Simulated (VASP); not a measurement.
# K (Im-3m) in VASP: a series of runs, part 2 of 2

VASP 6.6.1. Earlier steps stand in the parts before.

### 4 Relaxation of cell and atoms, PBEsol

This run uses another cell than the first one, of 78.52 Å³/atom, 1.510 times its volume.

Input file INCAR:

```
SYSTEM = K
ALGO = Normal
EDIFF = 1E-7
EDIFFG = -0.005
ENCUT = 600
GGA = PS
IBRION = 2
ISIF = 3
ISMEAR = -1
LASPH = .True.
LCHARG = .False.
LREAL = .False.
LWAVE = .False.
NELM = 60
NSW = 80
PREC = Accurate
SIGMA = 0.05
```

Input file KPOINTS:

```
k-points
0
Gamma
  7 7 7
  0 0 0
```

Input file POSCAR:

```
K
1.0
   -2.6975585167      2.6975585167      2.6975585167
    2.6975585167     -2.6975585167      2.6975585167
    2.6975585167      2.6975585167     -2.6975585167
K
1
Direct
    0.0000000000      0.0000000000      0.0000000000
```

Potentials or basis: VASP PAW PBE potentials, release 64 (K_sv).

Command:

```console
> cat potpaw_PBE.64/K_sv/POTCAR > POTCAR
> mpirun -np 1 vasp_std > vasp.out
```

OUTCAR:

```text
SYSTEM = K
   EDIFF = 1E-7
   EDIFFG = -0.005
   ENCUT = 600
   GGA = PS
   IBRION = 2
   ISIF = 3
   ISMEAR = -1
   LASPH = .True.
   LREAL = .False.
   NELM = 60
   NSW = 80
   PREC = Accurate

 ion  position               nearest neighbor table
   1  0.000  0.000  0.000-

  LATTYP: Found a body centered cubic cell.
 ALAT       =     5.3951170334

  Lattice vectors:

 A1 = (  -2.6975585167,   2.6975585167,   2.6975585167)
 A2 = (   2.6975585167,  -2.6975585167,   2.6975585167)
 A3 = (   2.6975585167,   2.6975585167,  -2.6975585167)

Analysis of symmetry for initial positions (statically):
=====================================================================
 Subroutine PRICEL returns:
 Original cell was already a primitive cell.

 Routine SETGRP: Setting up the symmetry group for a
 body centered cubic supercell.

 Subroutine GETGRP returns: Found 48 space group operations
 (whereof 48 operations were pure point group operations)
 out of a pool of 48 trial point group operations.

The static configuration has the point symmetry O_h .

Analysis of symmetry for dynamics (positions and initial velocities):
=====================================================================
 Subroutine PRICEL returns:
 Original cell was already a primitive cell.

 Routine SETGRP: Setting up the symmetry group for a
 body centered cubic supercell.

 Subroutine GETGRP returns: Found 48 space group operations
 (whereof 48 operations were pure point group operations)
 out of a pool of 48 trial point group operations.

The dynamic configuration has the point symmetry O_h .

 Subroutine INISYM returns: Found 48 space group operations
 (whereof 48 operations are pure point group operations),
 and found     1 'primitive' translations

[... 91 lines left out ...]
   IBRION =      2    ionic relax: 0-MD 1-quasi-New 2-CG
   NFREE  =      1    steps in history (QN), initial steepest desc. (CG)
   ISIF   =      3    stress and relaxation
   ISYM   =      2    0-nonsym 1-usesym 2-fastsym
   POTIM  = 0.5000    time-step for ionic-motion
   TEBEG  =    0.0;   TEEND  =   0.0 temperature during run
   PSTRESS=    0.0 pullay stress
   NELECT =       9.0000    total number of electrons
   NUPDOWN=      -1.0000    fix difference up-down
   EMIN   =  10.00;   EMAX   =-10.00  energy-range for DOS
   EFERMI =   0.00;   METHOD = LEGACY
   ISMEAR =    -1;   SIGMA  =   0.05  broadening in eV -4-tet -1-fermi 0-gaus
   EFERMI_NEDOS =   21; number of points for ismear=-14 and -15
   IALGO  =     38    algorithm
   IMIX   =      4    mixing-type and parameters
     AMIX     =   0.40;   BMIX     =  1.00
     AMIX_MAG =   1.60;   BMIX_MAG =  1.00
  volume/ion in A,a.u.               =      78.52       529.87
  Fermi-wavevector in a.u.,A,eV,Ry     =   0.795240  1.502785  8.604411  0.632406
  Thomas-Fermi vector in A             =   1.901529
   LORBIT       =      0    0 simple, 1 ext, 2 COOP (PROOUT), +10 PAW based schemes
   GGA     = PS    functional components
   LHFCALC =     F    Hartree Fock is set to
   AEXX    =    0.0000 exact exchange contribution
   IVDW    =     0    specifies the selected vdW correction
   LEPSILON=     F    determine dielectric tensor
   LRPA    =     F    only Hartree local field effects (RPA)
 conjugate gradient relaxation of ions
 non-spin polarized calculation
  energy-cutoff  :      600.00
  volume of cell :       78.52
 maximum number of plane-waves:      2659
 NGX is ok and might be reduce to    40
   NGX = 19   NGY = 19   NGZ = 19

--------------------------------------- Ionic step        1  -------------------------------------------

 number of electron       9.0000001 magnetization

 Free energy of the ion-electron system (eV)
  ---------------------------------------------------
  ext. energy  EPLUGINS =         0.00000000
  ---------------------------------------------------
  free energy    TOTEN  =        -1.13035128 eV

  energy without entropy =       -1.12318344  energy(sigma->0) =       -1.12676736

------------------------ aborting loop because EDIFF is reached ----------------------------------------

  FORCE on cell =-STRESS in cart. coord.  units (eV):
  Direction    XX          YY          ZZ          XY          YZ          ZX
  --------------------------------------------------------------------------------------
  -------------------------------------------------------------------------------------
  Total       -0.1551890     -0.1551890     -0.1551890      0.0000000      0.0000000     -0.0000000
  in kB       -3.1666414     -3.1666414     -3.1666414      0.0000000      0.0000000     -0.0000000
  external PRESSURE =      -3.1666414 kB  Pullay stress =       0.0000000 kB
[... 92 lines left out ...]
--------------------------------------- Ionic step        4  -------------------------------------------

 number of electron       9.0000000 magnetization

 Free energy of the ion-electron system (eV)
  ---------------------------------------------------
  ext. energy  EPLUGINS =         0.00000000
  ---------------------------------------------------
  free energy    TOTEN  =        -1.13855844 eV

  energy without entropy =       -1.13170416  energy(sigma->0) =       -1.13513130

 E-fermi :  -0.0940     XC(G=0):  -5.7952

 val. band max:       -0.1611941128   @ k =  -0.2857   0.4286   0.1429
 cond. band min:       0.0424650335   @ k =  -0.4286   0.4286   0.1429
 fundamental gap:      0.2036591463
 Fermi energy:        -0.0940194749

 k-point     1 :       0.0000    0.0000    0.0000
  band No.  band energies     occupation
      1     -32.0504      2.00000
      2     -15.5576      2.00000
      3     -15.5576      2.00000
      4     -15.5576      2.00000
      5      -2.2969      2.00000
      6       4.2520      0.00000
      7       4.2520      0.00000
      8       4.2520      0.00000
[... 235 lines left out ...]
  FREE ENERGIE OF THE ION-ELECTRON SYSTEM (eV)
  ---------------------------------------------------
  free  energy   TOTEN  =        -1.1385584387 eV

  energy  without entropy=       -1.1317041634  energy(sigma->0) =       -1.13513130

 reached required accuracy - stopping structural energy minimisation
```

It took 35 s on 1 thread of Intel Xeon 6975P-C (Granite Rapids), shared host; peak memory 0.24 GiB.

What came out:

| Quantity | Value |
| --- | --- |
| Free energy | -1.1386 eV |
| Relaxed volume | 70.71 Å³/atom |
| Relaxed cell | a = 4.512 Å, b = 4.512 Å, c = 4.512 Å, α = 109.47°, β = 109.47°, γ = 109.47° |
| Space group after relaxing (to 0.05 Å) | Im-3m (No. 229) |
| Energy gained by relaxing | 8.2 meV/atom |
| Ionic steps | 4 |
| Pressure after relaxing | 0.0 GPa |

The path:
| step | energy change (eV) | largest force (eV/Å) | pressure (GPa) | volume (Å³) |
| --- | --- | --- | --- | --- |
| 1 | 0.0000 | 0.0000 | -0.32 | 78.52 |
| 2 | -0.0031 | 0.0000 | -0.26 | 76.77 |
| 3 | -0.0079 | 0.0000 | -0.07 | 72.33 |
| 4 | -0.0082 | 0.0000 | 0.01 | 70.71 |

Final structure:
```cif
data_structure
_symmetry_space_group_name_H-M 'P 1'
_symmetry_Int_Tables_number 1
_cell_length_a 4.5121
_cell_length_b 4.5121
_cell_length_c 4.5121
_cell_angle_alpha 109.471
_cell_angle_beta 109.471
_cell_angle_gamma 109.471
_cell_volume 70.71
loop_
_atom_site_label
_atom_site_type_symbol
_atom_site_fract_x
_atom_site_fract_y
_atom_site_fract_z
_atom_site_occupancy
K1 K 0.00000 0.00000 0.00000 1
```

Caveat: the PAW data sets were made with another functional, which shifts forces and pressure a little.

### 5 The runs side by side

```csv
task,cell,cutoff (eV),gap on the mesh (eV),pressure (GPa)
single point,"a = 4.072 Å, angles 109.5°, 1 atom",520,none,2.0
single point,"a = 4.518 Å, angles 109.5°, 1 atom",520,none,0.0
relaxation of cell and atoms,"relaxed from a = 4.672 Å, angles 109.5°, 1 atom",600,none,0.0
```

Alike in all rows: level PBEsol; potentials or basis VASP PAW PBE potentials, release 64 (K_sv); no spin polarisation; k mesh 7 × 7 × 7; smearing fermi-dirac 0.05 eV.

Caveats: the PAW data sets were made with another functional, which shifts forces and pressure a little.

Total energies depend on the potentials used, so only differences within one code and one set of settings carry meaning.
